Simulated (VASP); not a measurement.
# Fe (P6/mmm) in VASP: further runs

Fe is run at these levels: PBEsol; tasks: single point, relaxation of cell and atoms.

All numbers are computed with VASP 6.6.1; they aren't measurements. Logs are shortened: lines on timing, memory, paths and dates and some standing lists are left out, and cuts for length are marked.

## Step 1: The cell of the first run

It takes space group P6/mmm (No. 191, hexagonal). The conventional cell has a = 4.100 Å, b = 4.100 Å, c = 2.331 Å, α = 90.00°, β = 90.00°, γ = 120.00°. Within 3.1 Å of Fe (site symmetry 6/mmm) lie 14 Fe at 2.33 to 2.64 Å. Within 3.1 Å of Fe (site symmetry -6m2) lie 11 Fe at 2.33 to 2.64 Å.

## Step 2: Single point, PBEsol, collinear spin, ferromagnetic start

The input, INCAR:

```
PREC = Accurate
ENCUT = 520
EDIFF = 1E-6
ISMEAR = -1
SIGMA = 0.05
LREAL = False
LASPH = True
NELM = 150
ALGO = Normal
ISIF = 2
LWAVE = False
LCHARG = False
ISPIN = 2
MAGMOM = 2.462 2.239 2.239
LORBIT = 11
LMAXMIX = 4
GGA = PS
NBANDS = 23
```

The input, KPOINTS:

```
Automatic mesh
0
Gamma
  12 12 18
```

The input, POSCAR:

```
Fe
1.0
    4.1003242270      0.0000000000      0.0000000000
   -2.0501621135      3.5509849443      0.0000000000
    0.0000000000      0.0000000000      2.3308402562
Fe
3
Direct
    0.0000000000      0.0000000000      0.0000000000
    0.3333333333      0.6666666667      0.5000000000
    0.6666666667      0.3333333333      0.5000000000
```

Potentials or basis: VASP PAW PBE potentials, release 64 (Fe).

The run is started by

```
$ cat potpaw_PBE.64/Fe/POTCAR > POTCAR
$ mpirun -np 1 vasp_std > vasp.out
```

OUTCAR:

```text
PREC = Accurate
   ENCUT = 520
   EDIFF = 1E-6
   ISMEAR = -1
   LREAL = False
   LASPH = True
   NELM = 150
   ISIF = 2
   ISPIN = 2
   LORBIT = 11
   GGA = PS

 ion  position               nearest neighbor table
   1  0.000  0.000  0.000-   2 2.64   3 2.64   2 2.64   3 2.64   2 2.64   2 2.64   3 2.64   3 2.64
                             3 2.64   3 2.64   2 2.64   2 2.64
   2  0.333  0.667  0.500-   3 2.37   3 2.37   3 2.37   1 2.64   1 2.64   1 2.64   1 2.64   1 2.64
                             1 2.64
   3  0.667  0.333  0.500-   2 2.37   2 2.37   2 2.37   1 2.64   1 2.64   1 2.64   1 2.64   1 2.64
                             1 2.64

  LATTYP: Found a hexagonal cell.
 ALAT       =     4.1003242270
 C/A-ratio  =     0.5684526704

  Lattice vectors:

 A1 = (   4.1003242270,   0.0000000000,   0.0000000000)
 A2 = (  -2.0501621135,   3.5509849443,   0.0000000000)
 A3 = (   0.0000000000,   0.0000000000,   2.3308402562)

Analysis of symmetry for initial positions (statically):
=====================================================================
 Subroutine PRICEL returns:
 Original cell was already a primitive cell.

 Routine SETGRP: Setting up the symmetry group for a
 hexagonal supercell.

 Subroutine GETGRP returns: Found 24 space group operations
 (whereof 24 operations were pure point group operations)
 out of a pool of 24 trial point group operations.

The static configuration has the point symmetry D_6h.

Analysis of symmetry for dynamics (positions and initial velocities):
=====================================================================
 Subroutine PRICEL returns:
 Original cell was already a primitive cell.

 Routine SETGRP: Setting up the symmetry group for a
 hexagonal supercell.

 Subroutine GETGRP returns: Found 24 space group operations
 (whereof 24 operations were pure point group operations)
 out of a pool of 24 trial point group operations.

The dynamic configuration has the point symmetry D_6h.

Analysis of structural, dynamic, and magnetic symmetry:
=====================================================================
 Subroutine PRICEL returns:
 Original cell was already a primitive cell.

 Routine SETGRP: Setting up the symmetry group for a
 hexagonal supercell.

 Subroutine GETGRP returns: Found 24 space group operations
 (whereof 24 operations were pure point group operations)
 out of a pool of 24 trial point group operations.

The overall configuration has the point symmetry D_6h.

 Subroutine INISYM returns: Found 24 space group operations
 (whereof 24 operations are pure point group operations),
 and found     1 'primitive' translations

----------------------------------------------------------------------------------------

                                     Primitive cell

  volume of cell :      33.9375

  direct lattice vectors                    reciprocal lattice vectors
     4.100324227  0.000000000  0.000000000     0.243883153  0.140806004  0.000000000
    -2.050162113  3.550984944  0.000000000     0.000000000  0.281612008  0.000000000
     0.000000000  0.000000000  2.330840256     0.000000000  0.000000000  0.429029830

  length of vectors
     4.100324227  4.100324227  2.330840256     0.281612008  0.281612008  0.429029830

  position of ions in fractional coordinates (direct lattice)
     0.000000000  0.000000000  0.000000000
     0.333333333  0.666666667  0.500000000
     0.666666667  0.333333333  0.500000000

  ion indices of the primitive-cell ions
   primitive index   ion index
                 1           1
                 2           2
                 3           3

----------------------------------------------------------------------------------------

 KPOINTS: Automatic mesh

Automatic generation of k-mesh.
 Grid dimensions read from file:
 generate k-points for:   12   12   18

 Generating k-lattice:

  Cartesian coordinates                     Fractional coordinates (reciprocal lattice)
     0.020323596  0.011733834  0.000000000     0.083333333  0.000000000  0.000000000
     0.000000000  0.023467667  0.000000000     0.000000000  0.083333333  0.000000000
     0.000000000  0.000000000  0.023834991     0.000000000  0.000000000  0.055555556

  Length of vectors
     0.023467667  0.023467667  0.023834991

  Shift w.r.t. Gamma in fractional coordinates (k-lattice)
     0.000000000  0.000000000  0.000000000

 Subroutine IBZKPT returns following result:
 ===========================================

 Found    190 irreducible k-points:

 Following reciprocal coordinates:
            Coordinates               Weight
  0.000000  0.000000  0.000000      1.000000
  0.083333  0.000000  0.000000      6.000000
  0.166667 -0.000000  0.000000      6.000000
  0.250000 -0.000000  0.000000      6.000000
  0.333333 -0.000000  0.000000      6.000000
  0.416667 -0.000000  0.000000      6.000000
[... 16 lines left out ...]
  0.250000 -0.000000  0.055556     12.000000
  0.333333 -0.000000  0.055556     12.000000
 [... further k-points ...]
   k-points           NKPTS =    190   k-points in BZ     NKDIM =    190   number of bands    NBANDS=     23
   number of dos      NEDOS =    301   number of ions     NIONS =      3
   total plane-waves  NPLWV =  16200
   dimension x,y,z NGX =    30 NGY =   30 NGZ =   18
   dimension x,y,z NGXF=    60 NGYF=   60 NGZF=   36
   ions per type =               3
   NGX,Y,Z   is equivalent  to a cutoff of  12.16, 12.16, 12.84 a.u.
   NGXF,Y,Z  is equivalent  to a cutoff of  24.33, 24.33, 25.68 a.u.
 SYSTEM =  unknown system
   PREC   = accura    normal or accurate (medium, high low for compatibility)
   ISTART =      0    job   : 0-new  1-cont  2-samecut
   ICHARG =      2    charge: 1-file 2-atom 10-const
   ISPIN  =      2    spin polarized calculation?
   LNONCOLLINEAR =      F non collinear calculations
   LSORBIT =      F    spin-orbit coupling
   LASPH  =      T    aspherical Exc in radial PAW
   ENCUT  =  520.0 eV  38.22 Ry    6.18 a.u.   7.62  7.62  4.33*2*pi/ulx,y,z
   NELM   =    150;   NELMIN=  2; NELMDL= -5     # of ELM steps
   EDIFF  = 0.1E-05   stopping-criterion for ELM
   LREAL  =      F    real-space projection
   EDIFFG = 0.1E-04   stopping-criterion for IOM
   NSW    =      0    number of steps for IOM
   IBRION =     -1    ionic relax: 0-MD 1-quasi-New 2-CG
   NFREE  =      0    steps in history (QN), initial steepest desc. (CG)
   ISIF   =      2    stress and relaxation
   ISYM   =      2    0-nonsym 1-usesym 2-fastsym
   POTIM  = 0.5000    time-step for ionic-motion
   TEBEG  =    0.0;   TEEND  =   0.0 temperature during run
   PSTRESS=    0.0 pullay stress
   NELECT =      24.0000    total number of electrons
   NUPDOWN=      -1.0000    fix difference up-down
   EMIN   =  10.00;   EMAX   =-10.00  energy-range for DOS
   EFERMI =   0.00;   METHOD = LEGACY
   ISMEAR =    -1;   SIGMA  =   0.05  broadening in eV -4-tet -1-fermi 0-gaus
   EFERMI_NEDOS =   21; number of points for ismear=-14 and -15
   IALGO  =     38    algorithm
   IMIX   =      4    mixing-type and parameters
     AMIX     =   0.40;   BMIX     =  1.00
     AMIX_MAG =   1.60;   BMIX_MAG =  1.00
  volume/ion in A,a.u.               =      11.31        76.34
  Fermi-wavevector in a.u.,A,eV,Ry     =   1.458541  2.756243 28.944255  2.127343
  Thomas-Fermi vector in A             =   2.575214
   LORBIT       =     11    0 simple, 1 ext, 2 COOP (PROOUT), +10 PAW based schemes
   GGA     = PS    functional components
   LHFCALC =     F    Hartree Fock is set to
   AEXX    =    0.0000 exact exchange contribution
   IVDW    =     0    specifies the selected vdW correction
   LEPSILON=     F    determine dielectric tensor
   LRPA    =     F    only Hartree local field effects (RPA)
 spin polarized calculation
  energy-cutoff  :      520.00
  volume of cell :       33.94
 maximum number of plane-waves:       932
   NGX = 15   NGY = 15   NGZ =  9

 number of electron      24.0000009 magnetization       3.6867810

 Free energy of the ion-electron system (eV)
  ---------------------------------------------------
  ext. energy  EPLUGINS =         0.00000000
  ---------------------------------------------------
  free energy    TOTEN  =       -25.81665061 eV

  energy without entropy =      -25.75461056  energy(sigma->0) =      -25.78563059

 E-fermi :   5.6901     XC(G=0): -13.3189

 val. band max:        5.6890398618   @ k =   0.3333   0.1667   0.3889
 cond. band min:       5.6902669390   @ k =   0.1667  -0.0000   0.1667
 fundamental gap:      0.0012270772
 Fermi energy:         5.6901002062

 spin component 1

 k-point     1 :       0.0000    0.0000    0.0000
  band No.  band energies     occupation
      1      -2.7782      1.00000
      2       1.4418      1.00000
      3       2.6324      1.00000
      4       2.7446      1.00000
      5       2.7446      1.00000
      6       2.8357      1.00000
[... 15 lines left out ...]
     22      14.6232      0.00000
     23      24.5974      0.00000
[... 575 lines left out ...]
      1      -1.3061      1.00000
      2       1.1848      1.00000
      3       1.5074      1.00000
      4       2.2231      1.00000
      5       2.5338      1.00000
      6       2.8594      1.00000
[... 15 lines left out ...]
     22      20.9769      0.00000
     23      24.2070      0.00000

 [... further k-points ...]

 spin component 2

 k-point     1 :       0.0000    0.0000    0.0000
  band No.  band energies     occupation
      1      -2.6285      1.00000
      2       2.1499      1.00000
      3       3.4711      1.00000
      4       3.4711      1.00000
      5       3.6584      1.00000
      6       3.6716      1.00000
[... 15 lines left out ...]
     22      15.2828      0.00000
     23      24.8961      0.00000
[... 575 lines left out ...]
      1      -1.1429      1.00000
      2       1.7442      1.00000
      3       2.0175      1.00000
      4       3.1591      1.00000
      5       3.5279      1.00000
      6       3.8213      1.00000
[... 15 lines left out ...]
     22      21.2995      0.00000
     23      24.4583      0.00000

 [... further k-points ...]
[... 5 lines left out ...]
  --------------------------------------------------------------------------------------
  -------------------------------------------------------------------------------------
  Total       -4.9819482     -4.9819482     -1.6284139      0.0000000     -0.0000000      0.0000000
  in kB     -235.1961709   -235.1961709    -76.8768970      0.0000000     -0.0000000      0.0000000
  external PRESSURE =    -182.4230796 kB  Pullay stress =       0.0000000 kB

 VOLUME and BASIS-vectors are now :
 -----------------------------------------------------------------------------
  energy-cutoff  :      520.00
  volume of cell :       33.94
      direct lattice vectors                 reciprocal lattice vectors
     4.100324227  0.000000000  0.000000000     0.243883153  0.140806004  0.000000000
    -2.050162113  3.550984944  0.000000000     0.000000000  0.281612008  0.000000000
     0.000000000  0.000000000  2.330840256     0.000000000  0.000000000  0.429029830

 POSITION                                       TOTAL-FORCE (eV/Angst)
 -----------------------------------------------------------------------------------
      0.00000      0.00000      0.00000        -0.000000      0.000000      0.000000
     -0.00000      2.36732      1.16542         0.000000     -0.000000      0.000000
      2.05016      1.18366      1.16542        -0.000000      0.000000      0.000000
 -----------------------------------------------------------------------------------
    total drift:                               -0.000000      0.000000      0.000000

  FREE ENERGIE OF THE ION-ELECTRON SYSTEM (eV)
  ---------------------------------------------------
  free  energy   TOTEN  =       -25.8166506118 eV

  energy  without entropy=      -25.7546105588  energy(sigma->0) =      -25.78563059

 total charge

# of ion       s       p       d       tot
------------------------------------------
    1        0.475   0.535   6.247   7.257
    2        0.501   0.543   6.277   7.321
    3        0.501   0.543   6.277   7.321
--------------------------------------------------
tot          1.477   1.621  18.800  21.899

 magnetization (x)

# of ion       s       p       d       tot
------------------------------------------
    1       -0.015  -0.035   0.569   0.519
    2       -0.003  -0.016   1.591   1.572
    3       -0.003  -0.016   1.591   1.572
--------------------------------------------------
tot         -0.021  -0.068   3.751   3.662
```

Run time: 5.8 min. Hardware: 1 thread of Intel Xeon 6975P-C, shared host; peak memory 0.31 GiB.

Results:

```
Free energy                                           : -25.8167 eV
Pressure                                              : -18.2 GPa
Net moment                                            : 3.69 μB per cell
Site moments                                          : Fe +0.52, +1.57 μB
Valence electrons inside the program's atomic spheres : Fe 7.26, 7.32
```

Stress tensor (GPa, compression positive):
```
-23.52   0.00   0.00
  0.00 -23.52   0.00
  0.00   0.00  -7.69
```

Levels at points of the mesh, in eV from the Fermi level:
Spin up:
| k point | band 10 | band 11 | band 12 | band 13 | band 14 | band 15 | band 16 | band 17 | band 18 | band 19 |
| --- | --- | --- | --- | --- | --- | --- | --- | --- | --- | --- |
| (0.00, 0.00, 0.00) | -1.57 | -1.06 | -1.06 | -0.73 | -0.73 | 0.33 | 0.33 | 6.38 | 6.38 | 6.43 |
| (0.50, 0.00, 0.00) | -0.94 | -0.67 | -0.24 | -0.12 | -0.06 | 0.06 | 0.08 | 0.21 | 0.42 | 7.06 |
| (0.00, 0.00, 0.50) | -1.68 | -0.01 | -0.01 | 0.06 | 0.06 | 1.03 | 2.39 | 3.29 | 10.08 | 10.69 |
| (0.50, 0.00, 0.50) | -0.85 | -0.63 | -0.37 | -0.10 | 0.55 | 0.67 | 2.35 | 3.06 | 6.14 | 7.34 |
Spin down:
```
           k point  band 8  band 9  band 10  band 11  band 12  band 13
(0.00, 0.00, 0.00)   -1.70   -0.51    -0.51     0.29     0.29     0.91
(0.50, 0.00, 0.00)   -1.60   -0.02     0.19     0.37     0.71     1.03
(0.00, 0.00, 0.50)   -0.48   -0.30    -0.30     0.93     0.93     1.29
(0.50, 0.00, 0.50)   -0.62   -0.56     0.11     0.33     1.11     1.15
```

Caveat: the PAW data sets were made with another functional, which shifts forces and pressure a little.

## Step 3: Relaxation of cell and atoms, PBEsol, collinear spin, ferromagnetic start

This run uses another cell than the first one, of 11.78 Å³/atom, 1.041 times its volume.

The input, INCAR:

```
  PREC = Accurate
  ENCUT = 600
  EDIFF = 1E-6
  ISMEAR = -1
  SIGMA = 0.05
  LREAL = F
  LASPH = T
  NELM = 150
  ALGO = Normal
  ISIF = 3
  LWAVE = F
  LCHARG = F
  ISPIN = 2
  MAGMOM = 2.5 2.5 2.5
  LORBIT = 11
  LMAXMIX = 4
  GGA = PS
  IBRION = 2
  NSW = 80
  EDIFFG = -0.01
```

The input, KPOINTS:

```
Automatic mesh
0
Gamma
  9 9 13
```

The input, POSCAR:

```
Fe
1.0
    4.0524593180      0.0000000000      0.0000000000
   -2.0262296590      3.5095327172      0.0000000000
    0.0000000000      0.0000000000      2.4841575619
Fe
3
Direct
    0.0000000000      0.0000000000      0.0000000000
    0.3333333333      0.6666666667      0.5000000000
    0.6666666667      0.3333333333      0.5000000000
```

Potentials or basis: VASP PAW PBE potentials, release 64 (Fe).

The run is started by

```
$ cat potpaw_PBE.64/Fe/POTCAR > POTCAR
$ mpirun -np 1 vasp_std > vasp.out
```

Wall time 11 min (1 thread of Intel Xeon 6975P-C, shared host); peak memory 0.26 GiB.

The run converged. Its results:

```yaml
Free_energy: -26.2822 eV
Relaxed_volume: 9.99 Å³/atom
Relaxed_cell: a = 3.804 Å, b = 3.804 Å, c = 2.391 Å, α = 90.00°, β = 90.00°, γ = 120.00°
Space_group_after_relaxing_to_0.05_Å: P6/mmm (No. 191)
Energy_gained_by_relaxing: 206.4 meV/atom
Ionic_steps: 8
Pressure_after_relaxing: 0.0 GPa
Band_gap_on_the_k_mesh: zero (filled and empty bands overlap)
Net_moment: 0.00 μB per cell
Valence_electrons_inside_the_program's_atomic_spheres: Fe 7.50, 7.64
```

Step by step:
| step | energy change (eV) | largest force (eV/Å) | pressure (GPa) | volume (Å³) |
| --- | --- | --- | --- | --- |
| 1 | 0.0000 | 0.0000 | -26.71 | 35.33 |
| 2 | -0.0357 | 0.0000 | 56.36 | 26.21 |
| 3 | -0.6152 | 0.0000 | -0.17 | 29.97 |
| 4 | -0.6151 | 0.0000 | 0.88 | 29.87 |
| 5 | -0.6187 | 0.0000 | 0.98 | 29.88 |
| 6 | -0.6190 | 0.0000 | 0.95 | 29.88 |
| 7 | -0.6187 | 0.0000 | -1.31 | 30.10 |
| 8 | -0.6193 | 0.0000 | -0.01 | 29.97 |

Final structure:
```xyz
3
Lattice="3.8038 0.0000 0.0000 -1.9019 3.2942 0.0000 0.0000 0.0000 2.3914" Properties=species:S:1:pos:R:3 pbc="T T T"
Fe    0.0000    0.0000    0.0000
Fe    0.0000    2.1961    1.1957
Fe    1.9019    1.0981    1.1957
```

Levels at points of the mesh, in eV from the Fermi level:
Spin up:
| k point | band 10 | band 11 | band 12 | band 13 | band 14 | band 15 |
| --- | --- | --- | --- | --- | --- | --- |
| (0.00, 0.00, 0.00) | -1.43 | -0.93 | -0.93 | -0.85 | -0.85 | 1.00 |
Spin down:
| k point | band 8 | band 9 | band 10 | band 11 | band 12 | band 13 | band 14 | band 15 | band 16 | band 17 |
| --- | --- | --- | --- | --- | --- | --- | --- | --- | --- | --- |
| (0.00, 0.00, 0.00) | -1.89 | -1.43 | -1.43 | -0.93 | -0.93 | -0.85 | -0.85 | 1.00 | 1.00 | 8.15 |

Caveat: the starting moments collapsed, and a magnetic state may lie lower; the volume moved by over 15 % at a fixed basis, so the end points are rough; the PAW data sets were made with another functional, which shifts forces and pressure a little.
